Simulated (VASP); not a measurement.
HfO2, 48 atoms in the cell. Symmetry: P4_2/nmc, No. 137, tetragonal system. Conventional cell: a = 3.558 Å, b = 3.558 Å, c = 5.172 Å, α = 90.00°, β = 90.00°, γ = 90.00°. Within 2.7 Å of Hf (site symmetry -4m2) lie 8 O at 2.05 to 2.37 Å. Within 2.7 Å of O (site symmetry 2mm) lie 4 Hf at 2.05 to 2.37 Å and 6 O at 2.57 to 2.59 Å. 

```yaml
Program: VASP 6.6.1
Task: single point
Functional: PBE
Potentials_or_basis: VASP PAW PBE potentials, release 64 (Hf_pv, O)
Cutoff: 520 eV
k_mesh: 2 × 2 × 1
Occupations: gaussian, width 0.05 eV
Spin: no spin polarisation
Dipole_correction: no
Further_INCAR_settings: LREAL = Auto; ALGO = Normal; EDIFF = 1e-07; NBANDS = 206
```

Potentials or basis: VASP PAW PBE potentials, release 64 (Hf_pv, O).

Launch:

```sh
$ cat potpaw_PBE.64/Hf_pv/POTCAR potpaw_PBE.64/O/POTCAR > POTCAR
$ mpirun -np 1 vasp_std > vasp.out
```

Hardware: 1 thread of Intel Xeon 8259CL, with other jobs on the host.

Q: Estimate the wall time of this run.

A: Run time: 19 min on 1 thread of Intel Xeon 8259CL (shared host), peak memory 0.63 GiB. Counts: scf iterations 16, k points 3.
